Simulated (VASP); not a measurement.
# BN (I-4m2) in VASP: further runs

The runs below take BN through single point, with r2SCAN.

All numbers are computed with VASP 6.6.1; they aren't measurements. Logs are shortened: lines on timing, memory, paths and dates and some standing lists are left out, and cuts for length are marked.

## 1. The cell of the first run

Symmetry: I-4m2, No. 119, tetragonal system. The conventional cell has a = 2.636 Å, b = 2.636 Å, c = 3.430 Å, α = 90.00°, β = 90.00°, γ = 90.00°. Within 2.1 Å of B (site symmetry -4m2) lie 4 N at 1.57 Å. N (site symmetry -4m2) has 4 B at 1.57 Å within 2.1 Å.

## 2. Single point, r2SCAN

Contents of POSCAR:

```
BN
1.0
    0.0000000000      1.8640981174      1.7149702680
    1.8640981174      0.0000000000      1.7149702680
    1.8640981174      1.8640981174      0.0000000000
B N
1 1
Direct
    0.0000000000      0.0000000000      0.0000000000
    0.7500000000      0.7500000000      0.7500000000
```

Contents of INCAR.step1:

```
PREC = Accurate ; ENCUT = 520
ISMEAR = 0 ; SIGMA = 0.05
LREAL = False ; LASPH = True
NELM = 80 ; NBANDS = 11
GGA = PE ; ALGO = Normal
EDIFF = 1E-4 ; LWAVE = True
LCHARG = False
```

Contents of INCAR.step2:

```
PREC = Accurate ; ENCUT = 520
EDIFF = 1E-6 ; ISMEAR = 0
SIGMA = 0.05 ; LREAL = False
LASPH = True ; NELM = 80
ALGO = Normal ; ISIF = 2
LWAVE = False ; LCHARG = False
METAGGA = R2SCAN ; LMIXTAU = True
NBANDS = 11 ; ISTART = 1
```

Contents of KPOINTS:

```
regular mesh
0
Gamma
  12 12 12
```

Potentials or basis: VASP PAW PBE potentials, release 64 (B, N).

Launch:

```bash
cat potpaw_PBE.64/B/POTCAR potpaw_PBE.64/N/POTCAR > POTCAR
cp INCAR.step1 INCAR
mpirun -np 1 vasp_std > vasp.out
cp INCAR.step2 INCAR
mpirun -np 1 vasp_std > vasp.out
```

OUTCAR:

```text
PREC = Accurate
   ENCUT = 520
   EDIFF = 1E-6
   ISMEAR = 0
   LREAL = False
   LASPH = True
   NELM = 80
   ISIF = 2
   METAGGA = R2SCAN
   ISTART = 1

 ion  position               nearest neighbor table
   1  0.000  0.000  0.000-   2 1.57   2 1.57   2 1.57   2 1.57
   2  0.750  0.750  0.750-   1 1.57   1 1.57   1 1.57   1 1.57

  LATTYP: Found a body centered tetragonal cell.
 ALAT       =     2.6362328392
 C/A-ratio  =     1.3010764774

  Lattice vectors:

 A1 = (   0.0000000000,  -1.8640981174,  -1.7149702680)
 A2 = (   0.0000000000,   1.8640981174,  -1.7149702680)
 A3 = (   1.8640981174,   0.0000000000,   1.7149702680)

Analysis of symmetry for initial positions (statically):
=====================================================================
 Subroutine PRICEL returns:
 Original cell was already a primitive cell.

 Routine SETGRP: Setting up the symmetry group for a
 body centered tetragonal supercell.

 Subroutine GETGRP returns: Found  8 space group operations
 (whereof  8 operations were pure point group operations)
 out of a pool of 16 trial point group operations.

The static configuration has the point symmetry D_2d.

Analysis of symmetry for dynamics (positions and initial velocities):
=====================================================================
 Subroutine PRICEL returns:
 Original cell was already a primitive cell.

 Routine SETGRP: Setting up the symmetry group for a
 body centered tetragonal supercell.

 Subroutine GETGRP returns: Found  8 space group operations
 (whereof  8 operations were pure point group operations)
 out of a pool of 16 trial point group operations.

The dynamic configuration has the point symmetry D_2d.

 Subroutine INISYM returns: Found  8 space group operations
 (whereof  8 operations are pure point group operations),
 and found     1 'primitive' translations

----------------------------------------------------------------------------------------

                                     Primitive cell

  volume of cell :      11.9186

  direct lattice vectors                    reciprocal lattice vectors
     0.000000000  1.864098117  1.714970268    -0.268226224  0.268226224  0.291550244
     1.864098117  0.000000000  1.714970268     0.268226224 -0.268226224  0.291550244
     1.864098117  1.864098117  0.000000000     0.268226224  0.268226224 -0.291550244

  length of vectors
     2.532979434  2.532979434  2.636232839     0.478426755  0.478426755  0.478426755

  position of ions in fractional coordinates (direct lattice)
     0.000000000  0.000000000  0.000000000
     0.750000000  0.750000000  0.750000000

  ion indices of the primitive-cell ions
   primitive index   ion index
                 1           1
                 2           2

----------------------------------------------------------------------------------------

 KPOINTS: regular mesh

Automatic generation of k-mesh.
 Grid dimensions read from file:
 generate k-points for:   12   12   12

 Generating k-lattice:

  Cartesian coordinates                     Fractional coordinates (reciprocal lattice)
    -0.022352185  0.022352185  0.024295854     0.083333333 -0.000000000  0.000000000
     0.022352185 -0.022352185  0.024295854    -0.000000000  0.083333333  0.000000000
     0.022352185  0.022352185 -0.024295854     0.000000000  0.000000000  0.083333333

  Length of vectors
     0.039868896  0.039868896  0.039868896

  Shift w.r.t. Gamma in fractional coordinates (k-lattice)
     0.000000000  0.000000000  0.000000000

 Subroutine IBZKPT returns following result:
 ===========================================

 Found    163 irreducible k-points:

 Following reciprocal coordinates:
            Coordinates               Weight
  0.000000  0.000000  0.000000      1.000000
  0.083333  0.000000  0.000000      8.000000
  0.166667  0.000000  0.000000      8.000000
  0.250000  0.000000  0.000000      8.000000
  0.333333  0.000000  0.000000      8.000000
  0.416667  0.000000  0.000000      8.000000
[... 16 lines left out ...]
  0.500000  0.166667  0.000000      8.000000
 -0.416667  0.166667  0.000000      8.000000
 [... further k-points ...]
   k-points           NKPTS =    163   k-points in BZ     NKDIM =    163   number of bands    NBANDS=     11
   number of dos      NEDOS =    301   number of ions     NIONS =      2
   total plane-waves  NPLWV =   8000
   dimension x,y,z NGX =    20 NGY =   20 NGZ =   20
   dimension x,y,z NGXF=    40 NGYF=   40 NGZF=   40
   ions per type =               1   1
   NGX,Y,Z   is equivalent  to a cutoff of  13.13, 13.13, 12.61 a.u.
   NGXF,Y,Z  is equivalent  to a cutoff of  26.25, 26.25, 25.22 a.u.
 SYSTEM =  unknown system
   PREC   = accura    normal or accurate (medium, high low for compatibility)
   ISTART =      1    job   : 0-new  1-cont  2-samecut
   ICHARG =      0    charge: 1-file 2-atom 10-const
   ISPIN  =      1    spin polarized calculation?
   LNONCOLLINEAR =      F non collinear calculations
   LSORBIT =      F    spin-orbit coupling
   LASPH  =      T    aspherical Exc in radial PAW
   ENCUT  =  520.0 eV  38.22 Ry    6.18 a.u.   4.71  4.71  4.90*2*pi/ulx,y,z
   NELM   =     80;   NELMIN=  2; NELMDL=  0     # of ELM steps
   EDIFF  = 0.1E-05   stopping-criterion for ELM
   LREAL  =      F    real-space projection
   EDIFFG = 0.1E-04   stopping-criterion for IOM
   NSW    =      0    number of steps for IOM
   IBRION =     -1    ionic relax: 0-MD 1-quasi-New 2-CG
   NFREE  =      0    steps in history (QN), initial steepest desc. (CG)
   ISIF   =      2    stress and relaxation
   ISYM   =      2    0-nonsym 1-usesym 2-fastsym
   POTIM  = 0.5000    time-step for ionic-motion
   TEBEG  =    0.0;   TEEND  =   0.0 temperature during run
   PSTRESS=    0.0 pullay stress
   NELECT =       8.0000    total number of electrons
   NUPDOWN=      -1.0000    fix difference up-down
   EMIN   =  10.00;   EMAX   =-10.00  energy-range for DOS
   EFERMI =   0.00;   METHOD = LEGACY
   ISMEAR =     0;   SIGMA  =   0.05  broadening in eV -4-tet -1-fermi 0-gaus
   EFERMI_NEDOS =   21; number of points for ismear=-14 and -15
   IALGO  =     38    algorithm
   IMIX   =      4    mixing-type and parameters
     AMIX     =   0.40;   BMIX     =  1.00
     AMIX_MAG =   1.60;   BMIX_MAG =  1.00
  volume/ion in A,a.u.               =       5.96        40.22
  Fermi-wavevector in a.u.,A,eV,Ry     =   1.433387  2.708709 27.954506  2.054598
  Thomas-Fermi vector in A             =   2.552911
   LORBIT       =      0    0 simple, 1 ext, 2 COOP (PROOUT), +10 PAW based schemes
   METAGGA = R2SCAN    functional components
   LHFCALC =     F    Hartree Fock is set to
   AEXX    =    0.0000 exact exchange contribution
   IVDW    =     0    specifies the selected vdW correction
   LEPSILON=     F    determine dielectric tensor
   LRPA    =     F    only Hartree local field effects (RPA)
 non-spin polarized calculation
 Gauss-broadening in eV      SIGMA  =   0.05
  energy-cutoff  :      520.00
  volume of cell :       11.92
 maximum number of plane-waves:       338
   NGX =  9   NGY =  9   NGZ =  9

 number of electron       8.0000000 magnetization

 Free energy of the ion-electron system (eV)
  ---------------------------------------------------
  ext. energy  EPLUGINS =         0.00000000
  ---------------------------------------------------
  free energy    TOTEN  =       -19.06912818 eV

  energy without entropy =      -19.06912818  energy(sigma->0) =      -19.06912818

 E-fermi :   7.9319     XC(G=0): -13.6039

 val. band max:        7.6279989710   @ k =   0.0000   0.0000   0.0000
 cond. band min:      11.2168172062   @ k =   0.5000   0.5000   0.0000
 fundamental gap:      3.5888182353
 Fermi energy:         7.9318801367

 k-point     1 :       0.0000    0.0000    0.0000
  band No.  band energies     occupation
      1     -14.0375      2.00000
      2       6.9028      2.00000
      3       6.9028      2.00000
      4       7.6280      2.00000
      5      16.3020      0.00000
      6      16.8885      0.00000
      7      16.8885      0.00000
      8      18.0141      0.00000
      9      33.1508      0.00000
     10      33.6515      0.00000
     11      35.4765      0.00000

 k-point     2 :       0.0833    0.0000    0.0000
  band No.  band energies     occupation
      1     -13.8630      2.00000
      2       6.1225      2.00000
      3       6.6861      2.00000
      4       7.3228      2.00000
      5      16.4058      0.00000
      6      17.1495      0.00000
      7      17.2307      0.00000
      8      18.6369      0.00000
      9      32.1360      0.00000
     10      32.7852      0.00000
     11      34.0532      0.00000

 k-point     3 :       0.1667    0.0000    0.0000
  band No.  band energies     occupation
      1     -13.3467      2.00000
      2       4.0223      2.00000
      3       6.1563      2.00000
      4       6.8908      2.00000
      5      16.6191      0.00000
      6      17.7077      0.00000
      7      17.9272      0.00000
      8      20.1120      0.00000
      9      31.0025      0.00000
     10      31.6582      0.00000
     11      33.4804      0.00000

 k-point     4 :       0.2500    0.0000    0.0000
  band No.  band energies     occupation
      1     -12.5153      2.00000
      2       1.4872      2.00000
      3       5.5391      2.00000
      4       6.4501      2.00000
      5      16.7712      0.00000
      6      18.1272      0.00000
      7      18.7532      0.00000
      8      21.6141      0.00000
      9      31.0322      0.00000
     10      31.1352      0.00000
     11      33.1716      0.00000
[... 239 lines left out ...]
 k-point    22 :       0.4167    0.1667    0.0000
  band No.  band energies     occupation
      1     -10.3130      2.00000
      2      -1.5096      2.00000
      3       3.4999      2.00000
      4       4.5347      2.00000
      5      15.4680      0.00000
      6      20.5382      0.00000
      7      20.6232      0.00000
      8      21.3046      0.00000
      9      29.3160      0.00000
     10      35.3246      0.00000
     11      36.7066      0.00000

 k-point    23 :       0.5000    0.1667    0.0000
  band No.  band energies     occupation
      1      -9.4186      2.00000
      2      -2.9703      2.00000
      3       3.5233      2.00000
      4       4.0186      2.00000
      5      15.7159      0.00000
      6      20.2495      0.00000
      7      20.7967      0.00000
      8      22.5411      0.00000
      9      29.2927      0.00000
     10      35.2045      0.00000
     11      36.0618      0.00000

 k-point    24 :      -0.4167    0.1667    0.0000
  band No.  band energies     occupation
      1      -9.4124      2.00000
      2      -3.0000      2.00000
      3       3.6065      2.00000
      4       3.8240      2.00000
      5      16.0519      0.00000
      6      19.9171      0.00000
      7      20.6515      0.00000
      8      23.7936      0.00000
      9      28.8904      0.00000
     10      33.6050      0.00000
     11      35.0680      0.00000

 [... further k-points ...]

------------------------ aborting loop because EDIFF is reached ----------------------------------------

  FORCE on cell =-STRESS in cart. coord.  units (eV):
  Direction    XX          YY          ZZ          XY          YZ          ZX
  --------------------------------------------------------------------------------------
  -------------------------------------------------------------------------------------
  Total       -1.4771834     -1.4771834      2.0193547      0.0000000     -0.0000000      0.0000000
  in kB     -198.5733136   -198.5733136    271.4557687      0.0000000     -0.0000000      0.0000000
  external PRESSURE =     -41.8969528 kB  Pullay stress =       0.0000000 kB

 VOLUME and BASIS-vectors are now :
 -----------------------------------------------------------------------------
  energy-cutoff  :      520.00
  volume of cell :       11.92
      direct lattice vectors                 reciprocal lattice vectors
     0.000000000  1.864098117  1.714970268    -0.268226224  0.268226224  0.291550244
     1.864098117  0.000000000  1.714970268     0.268226224 -0.268226224  0.291550244
     1.864098117  1.864098117  0.000000000     0.268226224  0.268226224 -0.291550244

 POSITION                                       TOTAL-FORCE (eV/Angst)
 -----------------------------------------------------------------------------------
      0.00000      0.00000      0.00000        -0.000000     -0.000000     -0.000000
      2.79615      2.79615      2.57246         0.000000      0.000000      0.000000
 -----------------------------------------------------------------------------------
    total drift:                               -0.000001     -0.000001      0.000002

  FREE ENERGIE OF THE ION-ELECTRON SYSTEM (eV)
  ---------------------------------------------------
  free  energy   TOTEN  =       -19.0691281802 eV

  energy  without entropy=      -19.0691281802  energy(sigma->0) =      -19.06912818
```

Wall time 52 s (1 thread of Intel Xeon Platinum 8488C (Sapphire Rapids), shared host); peak memory 0.13 GiB.

Results:

- Free energy: -19.0691 eV
- Pressure: -4.2 GPa
- Band gap on the k mesh: 3.59 eV, indirect (least direct gap 8.67 eV)

Levels at points of the mesh, in eV from the valence-band top:
```tsv
k point	band 1	band 2	band 3	band 4	band 5	band 6	band 7	band 8	band 9
(0.00, 0.00, 0.00)	-21.67	-0.73	-0.73	0.00	8.67	9.26	9.26	10.39	25.52
(0.50, 0.00, 0.00)	-17.39	-11.46	-3.09	-1.86	9.19	10.44	12.37	15.88	24.05
(0.50, 0.50, 0.00)	-15.36	-8.89	-6.27	-6.27	3.59	7.93	18.70	18.70	22.65
(0.50, 0.00, 0.50)	-16.31	-10.14	-5.12	-5.06	5.02	10.01	17.70	18.84	20.82
```

Caveat: the PAW data sets were made with another functional, which shifts forces and pressure a little.

## 3. Single point, r2SCAN

This run uses another cell than the first one, of the same volume but with other edges.

Contents of POSCAR:

```
BN
1.0
    0.0000000000      2.0929567700      1.3604219005
    2.0929567700      0.0000000000      1.3604219005
    2.0929567700      2.0929567700      0.0000000000
B N
1 1
Direct
    0.0000000000      0.0000000000      0.0000000000
    0.7500000000      0.7500000000      0.7500000000
```

Contents of INCAR.step1:

```
  PREC = Accurate
  ENCUT = 520
  ISMEAR = 0
  SIGMA = 0.05
  LREAL = F
  LASPH = T
  NELM = 100
  NBANDS = 11
  GGA = PE
  ALGO = Normal
  EDIFF = 1E-4
  LWAVE = T
  LCHARG = F
```

Contents of INCAR.step2:

```
  PREC = Accurate
  ENCUT = 520
  EDIFF = 1E-7
  ISMEAR = 0
  SIGMA = 0.05
  LREAL = F
  LASPH = T
  NELM = 100
  ALGO = Normal
  ISIF = 2
  LWAVE = F
  LCHARG = F
  METAGGA = R2SCAN
  LMIXTAU = T
  NBANDS = 11
  ISTART = 1
```

Contents of KPOINTS:

```
Automatic mesh
0
Gamma
  12 12 12
```

Potentials or basis: VASP PAW PBE potentials, release 64 (B, N).

Launch:

```bash
cat potpaw_PBE.64/B/POTCAR potpaw_PBE.64/N/POTCAR > POTCAR
cp INCAR.step1 INCAR
mpirun -np 1 vasp_std > vasp.out
cp INCAR.step2 INCAR
mpirun -np 1 vasp_std > vasp.out
```

Wall time 66 s (1 thread of Intel Xeon Platinum 8488C (Sapphire Rapids), shared host); peak memory 0.14 GiB.

Results (log left out):

| Item | Value |
| --- | --- |
| Free energy | -17.1651 eV |
| Pressure | -9.2 GPa |
| Band gap on the k mesh | 0.34 eV, indirect (least direct gap 5.65 eV) |

Stress tensor (GPa, compression positive):
```
-63.81   0.00   0.00
  0.00 -63.81   0.00
  0.00   0.00  99.92
```

Levels at points of the mesh, in eV from the valence-band top:
```tsv
k point	band 1	band 2	band 3	band 4	band 5	band 6	band 7	band 8
(0.00, 0.00, 0.00)	-23.05	-2.88	-2.88	0.00	7.48	7.82	10.17	10.17
(0.50, 0.00, 0.00)	-18.09	-12.39	-5.94	-2.45	3.19	6.98	11.82	14.77
(0.50, 0.50, 0.00)	-14.78	-9.97	-9.97	-5.97	0.97	1.28	16.69	16.69
(0.50, 0.00, 0.50)	-18.64	-13.06	-3.70	-3.56	6.93	11.24	12.76	12.84
```

Caveat: the PAW data sets were made with another functional, which shifts forces and pressure a little. A k mesh can miss the band edges.

## 4. Single point, r2SCAN

This run uses another cell than the first one, of the same volume but with other edges.

Contents of POSCAR:

```
BN
1.0
    0.0000000000      1.5838022561      2.3757033842
    1.5838022561      0.0000000000      2.3757033842
    1.5838022561      1.5838022561      0.0000000000
B N
1 1
Direct
    0.0000000000      0.0000000000      0.0000000000
    0.7500000000      0.7500000000      0.7500000000
```

Contents of INCAR.step1:

```
SYSTEM = BN
PREC     = Accurate       ! precision mode
ENCUT    = 520            ! plane-wave cutoff, eV
ISMEAR   = 0              ! smearing method
SIGMA    = 0.05           ! smearing width, eV
LREAL    = .FALSE.        ! projectors in reciprocal space
LASPH    = .TRUE.         ! aspherical terms in the spheres
NELM     = 60             ! most SCF steps
NBANDS   = 11             ! bands
GGA      = PE             ! functional
ALGO     = Normal         ! electronic algorithm
EDIFF    = 1E-4           ! SCF threshold, eV
LWAVE    = .TRUE.         ! write WAVECAR
LCHARG   = .FALSE.        ! write CHGCAR
```

Contents of INCAR.step2:

```
SYSTEM = BN
PREC     = Accurate       ! precision mode
ENCUT    = 520            ! plane-wave cutoff, eV
EDIFF    = 1E-6           ! SCF threshold, eV
ISMEAR   = 0              ! smearing method
SIGMA    = 0.05           ! smearing width, eV
LREAL    = .FALSE.        ! projectors in reciprocal space
LASPH    = .TRUE.         ! aspherical terms in the spheres
NELM     = 60             ! most SCF steps
ALGO     = Normal         ! electronic algorithm
ISIF     = 2              ! what is computed and relaxed
LWAVE    = .FALSE.        ! write WAVECAR
LCHARG   = .FALSE.        ! write CHGCAR
METAGGA  = R2SCAN         ! meta-GGA
LMIXTAU  = .TRUE.       
NBANDS   = 11             ! bands
ISTART   = 1
```

Contents of KPOINTS:

```
Automatic mesh
0
G
  12 12 12
  0 0 0
```

Launch:

```bash
cat potpaw_PBE.64/B/POTCAR potpaw_PBE.64/N/POTCAR > POTCAR
cp INCAR.step1 INCAR
mpirun -np 1 vasp_std > vasp.out
cp INCAR.step2 INCAR
mpirun -np 1 vasp_std > vasp.out
```

Run time: 44 s. Hardware: 1 thread of Intel Xeon Platinum 8488C (Sapphire Rapids), shared host; peak memory 0.14 GiB.

Results (log left out):

* Free energy: -15.6371 eV
* Pressure: 5.5 GPa
* Band gap on the k mesh: 0.19 eV, indirect (least direct gap 0.61 eV)

Stress tensor (GPa, compression positive):
```
 135.47    0.00    0.00
   0.00  135.47    0.00
   0.00    0.00 -254.30
```

Levels at points of the mesh, in eV from the valence-band top:
```csv
k point,band 1,band 2,band 3,band 4,band 5,band 6,band 7,band 8,band 9
"(0.00, 0.00, 0.00)",-23.97,-7.22,-0.37,-0.37,3.25,7.03,7.03,9.92,16.83
"(0.50, 0.00, 0.00)",-19.09,-13.46,-7.93,-0.42,0.19,10.71,11.47,14.16,20.60
"(0.50, 0.50, 0.00)",-20.86,-15.59,-3.13,-3.13,8.15,12.22,13.95,13.95,14.34
"(0.50, 0.00, 0.50)",-16.00,-9.74,-8.51,-8.40,0.38,4.67,9.50,12.80,16.68
```

Caveat: the PAW data sets were made with another functional, which shifts forces and pressure a little.

## 5. Summary

```csv
cell,gap on the mesh (eV),pressure (GPa)
"a = 2.533, b = 2.533, c = 2.636 Å, angles 58.6, 58.6, 62.7°, 2 atoms",3.59,-4.2
"a = 2.496, b = 2.496, c = 2.960 Å, angles 53.6, 53.6, 72.7°, 2 atoms",0.34,-9.2
"a = 2.855, b = 2.855, c = 2.240 Å, angles 66.9, 66.9, 46.2°, 2 atoms",0.19,5.5
```

Alike in all rows: task single point; level r2SCAN; potentials or basis VASP PAW PBE potentials, release 64 (B, N); no spin polarisation; k mesh 12 × 12 × 12; cutoff (eV) 520; smearing gaussian 0.05 eV.

Caveats: the PAW data sets were made with another functional, which shifts forces and pressure a little.

Absolute energies hang on the potentials; compare differences alone.
